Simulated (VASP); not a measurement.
Crystal: Pt.

```
Pt
1.0
     0.00000    1.97058    1.97058
     1.97058    0.00000    1.97058
     1.97058    1.97058    0.00000
Pt
1
Direct
  0.00000 0.00000 0.00000
```

Program: VASP 6.6.1. Alike in all runs: task single point; level r2SCAN; potentials or basis VASP PAW PBE potentials, release 64 (Pt); no spin polarisation; cell as given; cutoff (eV) 520.

Task: Order these runs on this cell by their pressure, lowest first.
A. k mesh 14 × 14 × 14; smearing methfessel-paxton 0.2 eV
B. k mesh 4 × 4 × 4; smearing fermi-dirac 0.1 eV
C. k mesh 14 × 14 × 14; smearing fermi-dirac 1 eV
D. k mesh 5 × 5 × 5; smearing fermi-dirac 0.1 eV
E. k mesh 14 × 14 × 14; smearing gaussian 1 eV

Result: B (-1.5 GPa), A (0.2 GPa), E (3.6 GPa), D (6.1 GPa), C (15.7 GPa).

Caveats: some runs use coarse meshes; the PAW data sets were made with another functional, which shifts forces and pressure a little.
